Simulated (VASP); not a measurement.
Crystal: MgO.

```
Mg O
1.0
     0.00000    2.13515    2.13515
     2.13515    0.00000    2.13515
     2.13515    2.13515    0.00000
Mg O
1 1
Direct
  0.00000 0.00000 0.00000
  0.50000 0.50000 0.50000
```

| Item | Value |
| --- | --- |
| Program | VASP 6.6.1 |
| Task | relaxation of cell and atoms |
| Functional | r2SCAN |
| Potentials or basis | VASP PAW PBE potentials, release 64 (Mg_sv, O) |
| Cutoff | 750 eV |
| k mesh | 10 × 10 × 10 |
| Occupations | gaussian, width 0.02 eV |
| Spin | no spin polarisation |

At the start: pressure -7.0 GPa; volume 9.73 Å³/atom.

How do energy, volume and symmetry change on relaxing?

Over 4 steps the energy falls by 9.6 meV/atom and the volume is 9.30 Å³/atom (-4.5 %); space group Fm-3m (No. 225, to 0.1 Å) before and after.

Step by step:
| step | energy change (eV) | largest force (eV/Å) | pressure (GPa) | volume (Å³) |
| --- | --- | --- | --- | --- |
| 1 | 0.0000 | 0.0000 | -7.04 | 19.47 |
| 2 | -0.0163 | 0.0000 | 2.75 | 18.29 |
| 3 | -0.0192 | 0.0000 | -0.13 | 18.61 |
| 4 | -0.0192 | 0.0000 | 0.01 | 18.59 |

Final structure:
```
Mg O
1.0
     0.00000    2.10263    2.10263
     2.10263    0.00000    2.10263
     2.10263    2.10263    0.00000
Mg O
1 1
Cartesian
  2.1026 2.1026 4.2053
  2.1026 2.1026 2.1026
```

Caveat: the PAW data sets were made with another functional, which shifts forces and pressure a little.
